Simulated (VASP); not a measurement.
Set up this calculation in VASP 6.6.1, as the native input.

- Task: relaxation of shape and atoms at fixed volume
- Functional: PBE
- Potentials or basis: VASP PAW PBE potentials, release 64 (Mg, F)
- Cutoff: 600 eV
- k mesh: 6 × 6 × 8
- Occupations: gaussian, width 0.02 eV
- Spin: no spin polarisation
- Dipole correction: no
- Further INCAR settings: ALGO = Normal; EDIFF = 1e-07; IBRION = 2; EDIFFG = -0.01; NSW = 50; ISIF = 4

The structure of MgF2 lies in POSCAR:

```
MgF2
1.0
    4.6501462049      0.0000000000      0.0000000000
    0.0000000000      4.6501462049      0.0000000000
    0.0000000000      0.0000000000      3.0618208533
Mg F
2 4
Direct
    0.0000000000      0.0000000000      0.0000000000
    0.5000000000      0.5000000000      0.5000000000
    0.3035644550      0.3035644550      0.0000000000
    0.1964355450      0.8035644550      0.5000000000
    0.6964355450      0.6964355450      0.0000000000
    0.8035644550      0.1964355450      0.5000000000
```

This cell differs from its parent crystal: volume scaled by 0.97.

The input as run:

INCAR

```
SYSTEM = MgF2
ALGO = Normal ; EDIFF = 1E-7
EDIFFG = -0.01 ; ENCUT = 600
GGA = PE ; GGA_COMPAT = .FALSE.
IBRION = 2 ; ISIF = 4
ISMEAR = 0 ; LASPH = .TRUE.
LCHARG = .FALSE. ; LREAL = .FALSE.
LWAVE = .FALSE. ; NELM = 120
NELMIN = 4 ; NSW = 50
PREC = Accurate ; SIGMA = 0.02
```

KPOINTS

```
k-points
0
G
  6 6 8
  0 0 0
```

Potentials or basis: VASP PAW PBE potentials, release 64 (Mg, F).

Command:

```bash
$ cat potpaw_PBE.64/Mg/POTCAR potpaw_PBE.64/F/POTCAR > POTCAR
$ mpirun -np 1 vasp_std > vasp.out
```

It gave:

| Item | Value |
| --- | --- |
| Energy gained by relaxing | 0.1 meV/atom |
| Ionic steps | 3 |
| Pressure after relaxing | 2.0 GPa |
| Band gap on the k mesh | 7.00 eV, direct |

Run time: 97 s on 1 thread of Intel(R) Xeon(R) Platinum 8488C (Sapphire Rapids), with other jobs on the host, peak memory 0.23 GiB.
